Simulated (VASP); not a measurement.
# Al6SiN8 (a cell with a defect) in VASP: further runs

The runs below take Al6SiN8 (a cell with a defect) through single point, relaxation of the atoms, with LDA.

Everything below comes from runs of VASP 6.6.1. Logs are shortened: lines on timing, memory, paths and dates and some standing lists are left out, and cuts for length are marked.

## Step 1: The cell of the first run

The cell holds a defect, 15 atoms: a = 6.257 Å, b = 5.419 Å, c = 5.017 Å, α = 90.00°, β = 90.00°, γ = 90.00°.

## Step 2: Single point, LDA

Input file INCAR:

```
SYSTEM = Al6SiN8
ALGO = Normal
EDIFF = 1E-6
ENCUT = 520
ISIF = 2
ISMEAR = 0
LASPH = .True.
LCHARG = .False.
LREAL = Auto
LWAVE = .False.
NBANDS = 44
NELECT = 60.0
NELM = 100
PREC = Accurate
SIGMA = 0.05
```

Input file KPOINTS:

```
k-points
0
Gamma
  2 2 2
  0 0 0
```

Input file POSCAR:

```
Al6SiN8
1.0
   -3.1285880000     -5.4188740000      0.0000000000
    4.6928820000     -2.7094370000      0.0000000000
    0.0000000000      0.0000000000      5.0169550000
Al Si N
6 1 8
Direct
    0.5029015594      0.6688680397      0.4820043233
    0.2474749713      0.8246515096      0.9841459610
    0.0008340755      0.6736038704      0.4924865780
   -0.0055738736      0.3545308929      0.9871830622
    0.7517567976      0.1548198519      0.4858963256
    0.7546382722      0.8309834432      0.9937932471
    0.2584467398      0.1718558806      1.3550410558
    0.5005652968      0.7207322879      0.8477217755
    0.4899682200      0.3253923055      0.4390412113
    0.2463204278      0.1698491747      0.9973338409
    0.2502090467      0.8461778969      0.3799587598
    0.0013594462      0.6710742241      0.8662784498
    0.0113791794      0.3313074490      0.3818318083
    0.8004319096      0.1398321260      0.8512434335
    0.7522717656      0.8253283204      0.3650678549
```

Potentials or basis: VASP PAW LDA potentials, release 64 (Al, Si, N).

Started as:

```bash
> cat potpaw_LDA.64/Al/POTCAR potpaw_LDA.64/Si/POTCAR potpaw_LDA.64/N/POTCAR > POTCAR
> mpirun -np 1 vasp_std > vasp.out
```

OUTCAR:

```text
SYSTEM = Al6SiN8
   EDIFF = 1E-6
   ENCUT = 520
   ISIF = 2
   ISMEAR = 0
   LASPH = .True.
   LREAL = Auto
   NELECT = 60.0
   NELM = 100
   PREC = Accurate

 ion  position               nearest neighbor table
   1  0.503  0.669  0.482-   8 1.86  15 1.87   9 1.88  11 1.92   6 3.04   5 3.06   2 3.08   2 3.10
                             3 3.12   6 3.14   3 3.14   7 3.16   7 3.19   5 3.19
   2  0.247  0.825  0.984-   8 1.81  12 1.85  10 1.87  11 1.99   7 2.65   4 3.00   3 3.02   1 3.08
                             6 3.08   3 3.09   1 3.10   6 3.17   4 3.28
   3  0.001  0.674  0.492-  15 1.87  12 1.88  11 1.90  13 1.94   2 3.02   4 3.03   5 3.04   6 3.06
                             4 3.07   6 3.07   2 3.09   1 3.12   1 3.14   5 3.21   7 3.22   7 3.24
   4  0.994  0.355  0.987-  14 1.81  12 1.82  10 1.87  13 1.99   7 2.67   6 2.99   2 3.00   3 3.03
                             3 3.07   5 3.12   5 3.13   6 3.21   2 3.28
   5  0.752  0.155  0.486-  14 1.86  15 1.89   9 1.90  13 1.96   6 3.03   3 3.04   1 3.06   6 3.09
                             4 3.12   4 3.13   7 3.16   1 3.19   3 3.21   7 3.24
   6  0.755  0.831  0.994-  14 1.84   8 1.85  15 1.86  12 1.88   4 2.99   5 3.03   1 3.04   3 3.06
                             3 3.07   2 3.08   5 3.09   1 3.14   2 3.17   4 3.21
   7  0.258  0.172  0.355-   9 1.72  11 1.77  13 1.78  10 1.80   2 2.65   4 2.67   5 3.16   1 3.16
                             1 3.19   3 3.22   3 3.24   5 3.24
   8  0.501  0.721  0.848-   2 1.81   6 1.85   1 1.86
   9  0.490  0.325  0.439-   7 1.72   1 1.88   5 1.90
  10  0.246  0.170  0.997-   7 1.80   4 1.87   2 1.87
  11  0.250  0.846  0.380-   7 1.77   3 1.90   1 1.92   2 1.99
  12  0.001  0.671  0.866-   4 1.82   2 1.85   3 1.88   6 1.88
  13  0.011  0.331  0.382-   7 1.78   3 1.94   5 1.96   4 1.99
  14  0.800  0.140  0.851-   4 1.81   6 1.84   5 1.86
  15  0.752  0.825  0.365-   6 1.86   1 1.87   3 1.87   5 1.89

  LATTYP: Found a simple orthorhombic cell.
 ALAT       =     5.0169550000
 B/A-ratio  =     1.0801120458
 C/A-ratio  =     1.2472060331

  Lattice vectors:

 A1 = (   0.0000000000,   0.0000000000,  -5.0169550000)
 A2 = (   4.6928820000,  -2.7094370000,   0.0000000000)
 A3 = (  -3.1285880000,  -5.4188740000,   0.0000000000)

Analysis of symmetry for initial positions (statically):
=====================================================================
 Subroutine PRICEL returns:
 Original cell was already a primitive cell.

 Routine SETGRP: Setting up the symmetry group for a
 simple orthorhombic supercell.

 Subroutine GETGRP returns: Found  1 space group operations
 (whereof  1 operations were pure point group operations)
 out of a pool of  8 trial point group operations.

The static configuration has the point symmetry C_1 .

Analysis of symmetry for dynamics (positions and initial velocities):
=====================================================================
 Subroutine PRICEL returns:
 Original cell was already a primitive cell.

 Routine SETGRP: Setting up the symmetry group for a
 simple orthorhombic supercell.

 Subroutine GETGRP returns: Found  1 space group operations
 (whereof  1 operations were pure point group operations)
 out of a pool of  8 trial point group operations.

The dynamic configuration has the point symmetry C_1 .

 Subroutine INISYM returns: Found  1 space group operations
 (whereof  1 operations are pure point group operations),
 and found     1 'primitive' translations

----------------------------------------------------------------------------------------

                                     Primitive cell

  volume of cell :     170.1091

  direct lattice vectors                    reciprocal lattice vectors
    -3.128588000 -5.418874000  0.000000000    -0.079908253 -0.138405137  0.000000000
     4.692882000 -2.709437000  0.000000000     0.159816505 -0.092270092  0.000000000
     0.000000000  0.000000000  5.016955000     0.000000000  0.000000000  0.199324092

  length of vectors
     6.257176544  5.418873529  5.016955000     0.159816491  0.184540199  0.199324092

  position of ions in fractional coordinates (direct lattice)
     0.502901559  0.668868040  0.482004323
     0.247474971  0.824651510  0.984145961
     0.000834076  0.673603870  0.492486578
     0.994426126  0.354530893  0.987183062
     0.751756798  0.154819852  0.485896326
     0.754638272  0.830983443  0.993793247
     0.258446740  0.171855881  0.355041056
     0.500565297  0.720732288  0.847721775
     0.489968220  0.325392306  0.439041211
     0.246320428  0.169849175  0.997333841
     0.250209047  0.846177897  0.379958760
     0.001359446  0.671074224  0.866278450
[... 45 lines left out ...]

 Found      8 irreducible k-points:

 Following reciprocal coordinates:
            Coordinates               Weight
  0.000000  0.000000  0.000000      1.000000
  0.500000  0.000000  0.000000      1.000000
  0.000000  0.500000  0.000000      1.000000
  0.500000  0.500000  0.000000      1.000000
  0.000000  0.000000  0.500000      1.000000
  0.500000  0.000000  0.500000      1.000000
  0.000000  0.500000  0.500000      1.000000
  0.500000  0.500000  0.500000      1.000000
   k-points           NKPTS =      8   k-points in BZ     NKDIM =      8   number of bands    NBANDS=     44
   number of dos      NEDOS =    301   number of ions     NIONS =     15
   total plane-waves  NPLWV =  76800
   dimension x,y,z NGX =    48 NGY =   40 NGZ =   40
   dimension x,y,z NGXF=    96 NGYF=   80 NGZF=   80
   ions per type =               6   1   8
   NGX,Y,Z   is equivalent  to a cutoff of  12.75, 12.27, 13.25 a.u.
   NGXF,Y,Z  is equivalent  to a cutoff of  25.51, 24.54, 26.51 a.u.
 SYSTEM =  Al6SiN8
   PREC   = accura    normal or accurate (medium, high low for compatibility)
   ISTART =      0    job   : 0-new  1-cont  2-samecut
   ICHARG =      2    charge: 1-file 2-atom 10-const
   ISPIN  =      1    spin polarized calculation?
   LNONCOLLINEAR =      F non collinear calculations
   LSORBIT =      F    spin-orbit coupling
   LASPH  =      T    aspherical Exc in radial PAW
   ENCUT  =  520.0 eV  38.22 Ry    6.18 a.u.  11.63 10.08  9.33*2*pi/ulx,y,z
   NELM   =    100;   NELMIN=  2; NELMDL= -5     # of ELM steps
   EDIFF  = 0.1E-05   stopping-criterion for ELM
   LREAL  =      T    real-space projection
   EDIFFG = 0.1E-04   stopping-criterion for IOM
   NSW    =      0    number of steps for IOM
   IBRION =     -1    ionic relax: 0-MD 1-quasi-New 2-CG
   NFREE  =      0    steps in history (QN), initial steepest desc. (CG)
   ISIF   =      2    stress and relaxation
   ISYM   =      2    0-nonsym 1-usesym 2-fastsym
   POTIM  = 0.5000    time-step for ionic-motion
   TEBEG  =    0.0;   TEEND  =   0.0 temperature during run
   PSTRESS=    0.0 pullay stress
   NELECT =      60.0000    total number of electrons
   NUPDOWN=      -1.0000    fix difference up-down
   EMIN   =  10.00;   EMAX   =-10.00  energy-range for DOS
   EFERMI =   0.00;   METHOD = LEGACY
   ISMEAR =     0;   SIGMA  =   0.05  broadening in eV -4-tet -1-fermi 0-gaus
   EFERMI_NEDOS =   21; number of points for ismear=-14 and -15
   IALGO  =     38    algorithm
   IMIX   =      4    mixing-type and parameters
     AMIX     =   0.40;   BMIX     =  1.00
     AMIX_MAG =   1.60;   BMIX_MAG =  1.00
  volume/ion in A,a.u.               =      11.34        76.53
  Fermi-wavevector in a.u.,A,eV,Ry     =   1.156687  2.185822 18.203588  1.337926
  Thomas-Fermi vector in A             =   2.293306
   LORBIT       =      0    0 simple, 1 ext, 2 COOP (PROOUT), +10 PAW based schemes
   GGA     = CA    functional components
   LHFCALC =     F    Hartree Fock is set to
   AEXX    =    0.0000 exact exchange contribution
   IVDW    =     0    specifies the selected vdW correction
   LEPSILON=     F    determine dielectric tensor
   LRPA    =     F    only Hartree local field effects (RPA)
 non-spin polarized calculation
 Gauss-broadening in eV      SIGMA  =   0.05
  energy-cutoff  :      520.00
  volume of cell :      170.11
 maximum number of plane-waves:      4616
 NGX is ok and might be reduce to    48
   NGX = 23   NGY = 21   NGZ = 19

 number of electron      59.9999999 magnetization

 Free energy of the ion-electron system (eV)
  ---------------------------------------------------
  ext. energy  EPLUGINS =         0.00000000
  ---------------------------------------------------
  free energy    TOTEN  =      -128.85091017 eV

  energy without entropy =     -128.84753999  energy(sigma->0) =     -128.84922508

 E-fermi :   4.3336     XC(G=0): -10.5970

 val. band max:        4.2758784838   @ k =   0.0000   0.5000   0.0000
 cond. band min:       4.3896972170   @ k =   0.5000   0.0000   0.0000
 fundamental gap:      0.1138187332
 Fermi energy:         4.3336176962

 k-point     1 :       0.0000    0.0000    0.0000
  band No.  band energies     occupation
      1     -11.0539      2.00000
      2      -9.2127      2.00000
      3      -8.9783      2.00000
      4      -8.7395      2.00000
      5      -8.2773      2.00000
      6      -8.1299      2.00000
[... 349 lines left out ...]
     41      12.8822      0.00000
     42      13.4103      0.00000
 [bands above 42 left out]

------------------------ aborting loop because EDIFF is reached ----------------------------------------

  FORCE on cell =-STRESS in cart. coord.  units (eV):
  Direction    XX          YY          ZZ          XY          YZ          ZX
  --------------------------------------------------------------------------------------
  -------------------------------------------------------------------------------------
  Total      -22.4830921    -22.7877301    -18.7317366     -0.7509516      0.6252186     -0.6175409
  in kB     -211.7575929   -214.6268348   -176.4253528     -7.0728578      5.8886380     -5.8163251
  external PRESSURE =    -200.9365935 kB  Pullay stress =       0.0000000 kB

 VOLUME and BASIS-vectors are now :
 -----------------------------------------------------------------------------
  energy-cutoff  :      520.00
  volume of cell :      170.11
      direct lattice vectors                 reciprocal lattice vectors
    -3.128588000 -5.418874000  0.000000000    -0.079908253 -0.138405137  0.000000000
     4.692882000 -2.709437000  0.000000000     0.159816505 -0.092270092  0.000000000
     0.000000000  0.000000000  5.016955000     0.000000000  0.000000000  0.199324092

 POSITION                                       TOTAL-FORCE (eV/Angst)
 -----------------------------------------------------------------------------------
      1.56555     -4.53742      2.41819         0.032136      0.033297     -0.051072
      3.09575     -3.57538      4.93742         0.030394      0.097954      0.067099
      3.15853     -1.82961      2.47078        -0.048937     -0.036851     -0.094387
     -1.44738     -6.34925      4.95265        -0.022083     -0.008419      0.070750
     -1.62539     -4.49315      2.43772        -0.003010     -0.088225     -0.083790
      1.53876     -6.34079      4.98582        -0.033193      0.010761      0.021508
     -0.00207     -1.86612      1.78123        -0.011325      0.038921      0.051268
      1.81625     -4.66528      4.25298        -0.070416     -0.028476     -0.001665
     -0.00588     -3.53671      2.20265         0.002193      0.009571      0.004469
      0.02645     -1.79498      5.00358         0.044534      0.009887     -0.098115
      3.18821     -3.64852      1.90624         0.063896     -0.061634     -0.016358
      3.14502     -1.82560      4.34608         0.056667      0.039755      0.047741
      1.51919     -0.95932      1.91563        -0.052047     -0.037376      0.019560
     -1.84801     -4.71631      4.27065        -0.000048      0.047258      0.063611
      1.51962     -6.31264      1.83153         0.011239     -0.026421     -0.000621
 -----------------------------------------------------------------------------------
    total drift:                               -0.002004      0.000883     -0.003857

  FREE ENERGIE OF THE ION-ELECTRON SYSTEM (eV)
  ---------------------------------------------------
  free  energy   TOTEN  =      -128.8509101677 eV

  energy  without entropy=     -128.8475399948  energy(sigma->0) =     -128.84922508
```

Wall time 69 s (1 thread of Intel Xeon Platinum 8488C (Sapphire Rapids), shared host); peak memory 0.22 GiB.

What came out:

```
Free energy   : -128.8509 eV
Largest force : 0.123 eV/Å
```

Forces in eV/Å, atoms in the order of the input:
```
Al   0.032  0.033 -0.051
Al   0.030  0.098  0.067
Al  -0.049 -0.037 -0.094
Al  -0.022 -0.008  0.071
Al  -0.003 -0.088 -0.084
Al  -0.033  0.011  0.022
Si  -0.011  0.039  0.051
N   -0.070 -0.028 -0.002
N    0.002  0.010  0.004
N    0.045  0.010 -0.098
N    0.064 -0.062 -0.016
N    0.057  0.040  0.048
N   -0.052 -0.037  0.020
N    0.000  0.047  0.064
N    0.011 -0.026 -0.001
```

Levels at points of the mesh, in eV from the Fermi level:
```tsv
k point	band 26	band 27	band 28	band 29	band 30	band 31	band 32	band 33	band 34	band 35
(0.00, 0.00, 0.00)	-0.82	-0.72	-0.62	-0.44	0.09	0.25	0.50	4.32	6.23	6.68
(0.50, 0.00, 0.00)	-1.02	-0.87	-0.67	-0.20	-0.06	0.06	0.18	5.61	6.25	6.45
(0.00, 0.50, 0.00)	-1.09	-0.60	-0.56	-0.28	-0.06	0.14	0.54	5.50	6.10	6.31
(0.50, 0.50, 0.00)	-1.01	-0.73	-0.67	-0.37	-0.25	-0.17	0.46	6.17	6.68	6.81
(0.00, 0.00, 0.50)	-0.91	-0.83	-0.66	-0.58	-0.15	0.11	0.35	5.17	6.01	6.54
(0.50, 0.00, 0.50)	-1.06	-0.85	-0.78	-0.62	-0.35	0.08	0.64	5.78	6.65	7.01
(0.00, 0.50, 0.50)	-1.17	-1.02	-0.88	-0.78	-0.10	0.09	0.28	5.26	5.95	6.13
(0.50, 0.50, 0.50)	-1.23	-1.18	-0.81	-0.72	-0.31	0.14	0.48	5.87	6.45	6.63
```

Caveat: the k points lie up to 0.63 Å⁻¹ apart; the cell carries a net charge on a neutralising background, which shifts energy and pressure; the cell is charged against a uniform background, so pressure and absolute levels hang on convention.

## Step 3: Single point, LDA

Input file INCAR:

```
SYSTEM = Al6SiN8
  ALGO = Normal
  EDIFF = 1E-6
  ENCUT = 520
  ISIF = 2
  ISMEAR = 0
  LASPH = .TRUE.
  LCHARG = .FALSE.
  LREAL = Auto
  LWAVE = .FALSE.
  NBANDS = 44
  NELECT = 60.0
  NELM = 60
  PREC = Accurate
  SIGMA = 0.05
```

Input file KPOINTS:

```
k-points
0
G
  2 2 2
  0 0 0
```

Input file POSCAR:

```
Al6SiN8
1.0
   -3.1285880000     -5.4188740000      0.0000000000
    4.6928820000     -2.7094370000      0.0000000000
    0.0000000000      0.0000000000      5.0169550000
Al Si N
6 1 8
Direct
    0.4959811731      0.6716648206      0.5059491265
    0.2455385087      0.8348283276      1.0074868122
   -0.0000857321      0.6693425872      0.5059144441
    0.0069958316      0.3652476399      1.0311061191
    0.7446127308      0.1547887746      0.4930608307
    0.7616484785      0.8279959500      1.0073419036
    0.2388393362      0.1616430759      1.4931335840
    0.5023016986      0.7800013012      0.8553750233
    0.4786890460      0.3192982063      0.4860167173
    0.1172098339      0.1097492500      0.8171073888
    0.2440254027      0.8531639932      0.3786394337
    0.0063337145      0.6570750305      0.8794463973
    0.0112774138      0.3317017947      0.3831152562
    0.8960890706      0.1071581415      0.8220308932
    0.7505429518      0.8230076257      0.3749890123
```

Potentials or basis: VASP PAW LDA potentials, release 64 (Al, Si, N).

Started as:

```bash
> cat potpaw_LDA.64/Al/POTCAR potpaw_LDA.64/Si/POTCAR potpaw_LDA.64/N/POTCAR > POTCAR
> mpirun -np 1 vasp_std > vasp.out
```

Wall time 66 s (1 thread of Intel Xeon Platinum 8488C (Sapphire Rapids), shared host); peak memory 0.23 GiB.

It converged, with:

| Property | Result |
| --- | --- |
| Free energy | -131.4693 eV |
| Largest force | 0.225 eV/Å |

Forces in eV/Å, atoms in the order of the input:
```
Al   0.000  0.022 -0.023
Al   0.026  0.019 -0.002
Al  -0.014 -0.009 -0.003
Al  -0.011  0.003  0.014
Al   0.017 -0.021  0.011
Al   0.001 -0.022 -0.023
Si  -0.006 -0.002  0.000
N   -0.010 -0.006  0.000
N    0.003 -0.026 -0.007
N   -0.119 -0.180 -0.006
N   -0.016 -0.001  0.009
N    0.036 -0.017 -0.018
N    0.008  0.022  0.039
N    0.083  0.209  0.007
N    0.001  0.009  0.001
```

Levels at points of the mesh, in eV from the Fermi level:
| k point | band 28 | band 29 | band 30 | band 31 | band 32 | band 33 |
| --- | --- | --- | --- | --- | --- | --- |
| (0.00, 0.00, 0.00) | -0.61 | -0.46 | -0.16 | -0.06 | 3.72 | 5.55 |
| (0.50, 0.00, 0.00) | -0.90 | -0.43 | -0.06 | 0.29 | 4.50 | 4.80 |
| (0.00, 0.50, 0.00) | -0.64 | -0.34 | -0.16 | 0.30 | 4.69 | 5.16 |
| (0.50, 0.50, 0.00) | -0.87 | -0.56 | 0.16 | 0.42 | 5.21 | 5.48 |
| (0.00, 0.00, 0.50) | -0.69 | -0.55 | -0.28 | -0.17 | 4.30 | 5.27 |
| (0.50, 0.00, 0.50) | -0.85 | -0.40 | -0.16 | 0.21 | 5.11 | 5.44 |
| (0.00, 0.50, 0.50) | -0.90 | -0.51 | 0.04 | 0.19 | 4.67 | 4.83 |
| (0.50, 0.50, 0.50) | -1.06 | -0.49 | -0.05 | 0.68 | 5.11 | 5.40 |

Caveat: the k points lie up to 0.63 Å⁻¹ apart; the cell carries a net charge on a neutralising background, which shifts energy and pressure; the cell is charged against a uniform background, so pressure and absolute levels hang on convention.

(Part 1 of 2 ends here.)
